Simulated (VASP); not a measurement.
# Bi4Te3 (P4/mmm) in VASP: single point with PBE

Aim: the single point of Bi4Te3 with PBE.

All numbers are computed with VASP 6.6.1; they aren't measurements. Logs are shortened: lines on timing, memory, paths and dates and some standing lists are left out, and cuts for length are marked.

## 1. The cell of the first run

Symmetry: P4/mmm, No. 123, tetragonal system. The conventional cell has a = 7.367 Å, b = 7.367 Å, c = 8.003 Å, α = 90.00°, β = 90.00°, γ = 90.00°. Within 4.0 Å of Bi (site symmetry m2m) lie 3 Bi at 3.01 to 3.08 Å and 4 Te at 3.35 to 3.98 Å. Te (site symmetry 4mm) has 1 Te at 2.92 Å and 4 Bi at 3.35 Å within 3.8 Å. Within 5.2 Å of Te (site symmetry 4/mmm) lie 8 Bi at 3.98 Å.

The cell was generated, and may not be a known phase.

## 2. Single point, PBE

INCAR reads:

```
PREC = Accurate
ENCUT = 520
EDIFF = 1E-6
ISMEAR = 0
SIGMA = 0.1
LREAL = False
LASPH = True
NELM = 80
ALGO = Fast
ISIF = 2
LWAVE = False
LCHARG = False
GGA = PE
NBANDS = 48
```

KPOINTS reads:

```
regular mesh
0
Gamma
  4 4 4
```

POSCAR reads:

```
Bi4Te3
1.0
    7.3670326705      0.0000000000      0.0000000000
    0.0000000000      7.3670326705      0.0000000000
    0.0000000000      0.0000000000      8.0030874027
Bi Te
4 3
Direct
    0.7958236581      0.5000000000      0.5000000000
    0.2041763419      0.5000000000      0.5000000000
    0.5000000000      0.7958236581      0.5000000000
    0.5000000000      0.2041763419      0.5000000000
    0.5000000000      0.5000000000      0.1826185899
    0.5000000000      0.5000000000      0.8173814101
    0.0000000000      0.0000000000      0.5000000000
```

Potentials or basis: VASP PAW PBE potentials, release 64 (Bi_d, Te).

The run is started by

```bash
$ cat potpaw_PBE.64/Bi_d/POTCAR potpaw_PBE.64/Te/POTCAR > POTCAR
$ mpirun -np 1 vasp_std > vasp.out
```

OUTCAR:

```text
PREC = Accurate
   ENCUT = 520
   EDIFF = 1E-6
   ISMEAR = 0
   LREAL = False
   LASPH = True
   NELM = 80
   ISIF = 2
   GGA = PE

 ion  position               nearest neighbor table
   1  0.796  0.500  0.500-   2 3.01   3 3.08   4 3.08   5 3.35   6 3.35
   2  0.204  0.500  0.500-   1 3.01   3 3.08   4 3.08   5 3.35   6 3.35
   3  0.500  0.796  0.500-   4 3.01   2 3.08   1 3.08   5 3.35   6 3.35
   4  0.500  0.204  0.500-   3 3.01   2 3.08   1 3.08   5 3.35   6 3.35
   5  0.500  0.500  0.183-   6 2.92   2 3.35   3 3.35   4 3.35   1 3.35
   6  0.500  0.500  0.817-   5 2.92   2 3.35   3 3.35   4 3.35   1 3.35
   7  0.000  0.000  0.500-

  LATTYP: Found a simple tetragonal cell.
 ALAT       =     7.3670326705
 C/A-ratio  =     1.0863379817

  Lattice vectors:

 A1 = (   7.3670326705,   0.0000000000,   0.0000000000)
 A2 = (   0.0000000000,   7.3670326705,   0.0000000000)
 A3 = (   0.0000000000,   0.0000000000,   8.0030874027)

Analysis of symmetry for initial positions (statically):
=====================================================================
 Subroutine PRICEL returns:
 Original cell was already a primitive cell.

 Routine SETGRP: Setting up the symmetry group for a
 simple tetragonal supercell.

 Subroutine GETGRP returns: Found 16 space group operations
 (whereof 16 operations were pure point group operations)
 out of a pool of 16 trial point group operations.

The static configuration has the point symmetry D_4h.

Analysis of symmetry for dynamics (positions and initial velocities):
=====================================================================
 Subroutine PRICEL returns:
 Original cell was already a primitive cell.

 Routine SETGRP: Setting up the symmetry group for a
 simple tetragonal supercell.

 Subroutine GETGRP returns: Found 16 space group operations
 (whereof 16 operations were pure point group operations)
 out of a pool of 16 trial point group operations.

The dynamic configuration has the point symmetry D_4h.

 Subroutine INISYM returns: Found 16 space group operations
 (whereof 16 operations are pure point group operations),
 and found     1 'primitive' translations

----------------------------------------------------------------------------------------

                                     Primitive cell

  volume of cell :     434.3529

  direct lattice vectors                    reciprocal lattice vectors
     7.367032671  0.000000000  0.000000000     0.135739862  0.000000000  0.000000000
     0.000000000  7.367032671  0.000000000     0.000000000  0.135739862  0.000000000
     0.000000000  0.000000000  8.003087403     0.000000000  0.000000000  0.124951778

  length of vectors
     7.367032671  7.367032671  8.003087403     0.135739862  0.135739862  0.124951778

  position of ions in fractional coordinates (direct lattice)
     0.795823658  0.500000000  0.500000000
     0.204176342  0.500000000  0.500000000
     0.500000000  0.795823658  0.500000000
     0.500000000  0.204176342  0.500000000
     0.500000000  0.500000000  0.182618590
     0.500000000  0.500000000  0.817381410
     0.000000000  0.000000000  0.500000000

  ion indices of the primitive-cell ions
   primitive index   ion index
                 1           1
                 2           2
                 3           3
                 4           4
                 5           5
                 6           6
                 7           7

----------------------------------------------------------------------------------------

 KPOINTS: regular mesh

Automatic generation of k-mesh.
 Grid dimensions read from file:
 generate k-points for:    4    4    4

 Generating k-lattice:

  Cartesian coordinates                     Fractional coordinates (reciprocal lattice)
     0.033934966  0.000000000  0.000000000     0.250000000  0.000000000  0.000000000
     0.000000000  0.033934966  0.000000000     0.000000000  0.250000000  0.000000000
     0.000000000  0.000000000  0.031237944     0.000000000  0.000000000  0.250000000

  Length of vectors
     0.033934966  0.033934966  0.031237944

  Shift w.r.t. Gamma in fractional coordinates (k-lattice)
     0.000000000  0.000000000  0.000000000

 Subroutine IBZKPT returns following result:
 ===========================================

 Found     18 irreducible k-points:

 Following reciprocal coordinates:
            Coordinates               Weight
  0.000000  0.000000  0.000000      1.000000
  0.250000  0.000000  0.000000      4.000000
  0.500000  0.000000  0.000000      2.000000
  0.250000  0.250000  0.000000      4.000000
  0.500000  0.250000  0.000000      4.000000
  0.500000  0.500000  0.000000      1.000000
[... 10 lines left out ...]
  0.500000  0.250000  0.500000      4.000000
  0.500000  0.500000  0.500000      1.000000
   k-points           NKPTS =     18   k-points in BZ     NKDIM =     18   number of bands    NBANDS=     48
   number of dos      NEDOS =    301   number of ions     NIONS =      7
   total plane-waves  NPLWV = 188160
   dimension x,y,z NGX =    56 NGY =   56 NGZ =   60
   dimension x,y,z NGXF=   112 NGYF=  112 NGZF=  120
   ions per type =               4   3
   NGX,Y,Z   is equivalent  to a cutoff of  12.64, 12.64, 12.46 a.u.
   NGXF,Y,Z  is equivalent  to a cutoff of  25.27, 25.27, 24.93 a.u.
 SYSTEM =  unknown system
   PREC   = accura    normal or accurate (medium, high low for compatibility)
   ISTART =      0    job   : 0-new  1-cont  2-samecut
   ICHARG =      2    charge: 1-file 2-atom 10-const
   ISPIN  =      1    spin polarized calculation?
   LNONCOLLINEAR =      F non collinear calculations
   LSORBIT =      F    spin-orbit coupling
   LASPH  =      T    aspherical Exc in radial PAW
   ENCUT  =  520.0 eV  38.22 Ry    6.18 a.u.  13.70 13.70 14.88*2*pi/ulx,y,z
   NELM   =     80;   NELMIN=  2; NELMDL= -5     # of ELM steps
   EDIFF  = 0.1E-05   stopping-criterion for ELM
   LREAL  =      F    real-space projection
[... 7 lines left out ...]
   TEBEG  =    0.0;   TEEND  =   0.0 temperature during run
   PSTRESS=    0.0 pullay stress
   NELECT =      78.0000    total number of electrons
   NUPDOWN=      -1.0000    fix difference up-down
   EMIN   =  10.00;   EMAX   =-10.00  energy-range for DOS
   EFERMI =   0.00;   METHOD = LEGACY
   ISMEAR =     0;   SIGMA  =   0.10  broadening in eV -4-tet -1-fermi 0-gaus
   EFERMI_NEDOS =   21; number of points for ismear=-14 and -15
   IALGO  =     68    algorithm
   IMIX   =      4    mixing-type and parameters
     AMIX     =   0.40;   BMIX     =  1.00
     AMIX_MAG =   1.60;   BMIX_MAG =  1.00
  volume/ion in A,a.u.               =      62.05       418.74
  Fermi-wavevector in a.u.,A,eV,Ry     =   0.923617  1.745384 11.606710  0.853069
  Thomas-Fermi vector in A             =   2.049274
   LORBIT       =      0    0 simple, 1 ext, 2 COOP (PROOUT), +10 PAW based schemes
   GGA     = PE    functional components
   LHFCALC =     F    Hartree Fock is set to
   AEXX    =    0.0000 exact exchange contribution
   IVDW    =     0    specifies the selected vdW correction
   LEPSILON=     F    determine dielectric tensor
   LRPA    =     F    only Hartree local field effects (RPA)
 non-spin polarized calculation
 RMM-DIIS sequential band-by-band and
 Gauss-broadening in eV      SIGMA  =   0.10
  energy-cutoff  :      520.00
  volume of cell :      434.35
 maximum number of plane-waves:     11765
 NGX is ok and might be reduce to    56
   NGX = 27   NGY = 27   NGZ = 29

 number of electron      78.0000028 magnetization

 Free energy of the ion-electron system (eV)
  ---------------------------------------------------
  ext. energy  EPLUGINS =         0.00000000
  ---------------------------------------------------
  free energy    TOTEN  =       -21.96979405 eV

  energy without entropy =      -21.94444403  energy(sigma->0) =      -21.95711904

 E-fermi :   1.1886     XC(G=0):  -6.3105

 val. band max:        1.1866425421   @ k =   0.2500   0.2500   0.0000
 cond. band min:       1.1942787130   @ k =   0.2500   0.2500   0.5000
 fundamental gap:      0.0076361709
 Fermi energy:         1.1885526473

 k-point     1 :       0.0000    0.0000    0.0000
  band No.  band energies     occupation
      1     -22.1414      2.00000
      2     -22.0255      2.00000
      3     -22.0168      2.00000
      4     -22.0168      2.00000
      5     -21.9993      2.00000
      6     -21.9889      2.00000
[... 40 lines left out ...]
     47       4.6787      0.00000
     48       4.6787      0.00000

 k-point     2 :       0.2500    0.0000    0.0000
  band No.  band energies     occupation
      1     -22.1257      2.00000
      2     -22.0621      2.00000
      3     -22.0425      2.00000
      4     -21.9911      2.00000
      5     -21.9803      2.00000
      6     -21.9801      2.00000
[... 40 lines left out ...]
     47       4.5412      0.00000
     48       4.8224      0.00000

 k-point     3 :       0.5000    0.0000    0.0000
  band No.  band energies     occupation
      1     -22.0887      2.00000
      2     -22.0844      2.00000
      3     -22.0783      2.00000
      4     -21.9770      2.00000
      5     -21.9717      2.00000
      6     -21.9664      2.00000
[... 40 lines left out ...]
     47       4.2698      0.00000
     48       4.6613      0.00000

 k-point     4 :       0.2500    0.2500    0.0000
  band No.  band energies     occupation
      1     -22.1146      2.00000
      2     -22.0833      2.00000
      3     -22.0498      2.00000
      4     -21.9843      2.00000
      5     -21.9711      2.00000
      6     -21.9646      2.00000
[... 652 lines left out ...]
     47       4.4535      0.00000
     48       5.6537      0.00000

 k-point    17 :       0.5000    0.2500    0.5000
  band No.  band energies     occupation
      1     -22.1062      2.00000
      2     -22.0795      2.00000
      3     -22.0755      2.00000
      4     -21.9683      2.00000
      5     -21.9655      2.00000
      6     -21.9585      2.00000
[... 40 lines left out ...]
     47       4.4870      0.00000
     48       5.5615      0.00000

 k-point    18 :       0.5000    0.5000    0.5000
  band No.  band energies     occupation
      1     -22.1184      2.00000
      2     -22.0749      2.00000
      3     -22.0749      2.00000
      4     -21.9646      2.00000
      5     -21.9646      2.00000
      6     -21.9549      2.00000
[... 40 lines left out ...]
     47       4.4867      0.00000
     48       5.6079      0.00000

------------------------ aborting loop because EDIFF is reached ----------------------------------------

  FORCE on cell =-STRESS in cart. coord.  units (eV):
  Direction    XX          YY          ZZ          XY          YZ          ZX
  --------------------------------------------------------------------------------------
  -------------------------------------------------------------------------------------
  Total       -0.4707151     -0.4707151     -0.3244416      0.0000000      0.0000000      0.0000000
  in kB       -1.7363046     -1.7363046     -1.1967526      0.0000000      0.0000000      0.0000000
  external PRESSURE =      -1.5564539 kB  Pullay stress =       0.0000000 kB

 VOLUME and BASIS-vectors are now :
 -----------------------------------------------------------------------------
  energy-cutoff  :      520.00
  volume of cell :      434.35
      direct lattice vectors                 reciprocal lattice vectors
     7.367032671  0.000000000  0.000000000     0.135739862  0.000000000  0.000000000
     0.000000000  7.367032671  0.000000000     0.000000000  0.135739862  0.000000000
     0.000000000  0.000000000  8.003087403     0.000000000  0.000000000  0.124951778

 POSITION                                       TOTAL-FORCE (eV/Angst)
 -----------------------------------------------------------------------------------
      5.86286      3.68352      4.00154        -0.003316     -0.000000     -0.000000
      1.50417      3.68352      4.00154         0.003316     -0.000000     -0.000000
      3.68352      5.86286      4.00154        -0.000000     -0.003316     -0.000000
      3.68352      1.50417      4.00154        -0.000000      0.003316     -0.000000
      3.68352      3.68352      1.46151        -0.000000     -0.000000      0.019071
      3.68352      3.68352      6.54157        -0.000000     -0.000000     -0.019071
      0.00000      0.00000      4.00154        -0.000000     -0.000000     -0.000000
 -----------------------------------------------------------------------------------
    total drift:                                0.000000      0.000000     -0.000000

  FREE ENERGIE OF THE ION-ELECTRON SYSTEM (eV)
  ---------------------------------------------------
  free  energy   TOTEN  =       -21.9697940465 eV

  energy  without entropy=      -21.9444440258  energy(sigma->0) =      -21.95711904
```

Wall time 18 min (1 thread of Intel Xeon 8259CL, shared host); peak memory 0.61 GiB.

Results:

| Quantity | Value |
| --- | --- |
| Free energy | -21.9698 eV |
| Pressure | -0.2 GPa |
| Largest force | 0.019 eV/Å |
| Band gap on the k mesh | zero (bands 39 and 40 overlap by 0.38 eV) |

Forces in eV/Å, atoms in the order of the input:
```
Bi  -0.003  0.000  0.000
Bi   0.003  0.000  0.000
Bi   0.000 -0.003  0.000
Bi   0.000  0.003  0.000
Te   0.000  0.000  0.019
Te   0.000  0.000 -0.019
Te   0.000  0.000  0.000
```

Levels at points of the mesh, in eV from the Fermi level:
```csv
k point,band 36,band 37,band 38,band 39,band 40,band 41,band 42,band 43
"(0.00, 0.00, 0.00)",-1.85,-1.56,-0.43,-0.33,0.71,0.71,0.85,1.63
"(0.50, 0.00, 0.00)",-1.35,-0.40,-0.38,0.14,0.17,0.29,0.31,1.20
"(0.50, 0.50, 0.00)",-1.39,-1.02,-1.02,-0.44,0.58,1.09,1.11,1.11
"(0.00, 0.00, 0.50)",-0.85,-0.85,-0.46,0.27,0.85,0.87,0.87,1.26
"(0.50, 0.00, 0.50)",-0.51,-0.47,-0.44,0.17,0.34,0.34,0.47,1.10
"(0.50, 0.50, 0.50)",-1.01,-0.47,-0.25,-0.25,0.16,0.16,0.96,1.09
```

Caveat: spin-orbit coupling is left out, which moves the levels of the heavy elements.
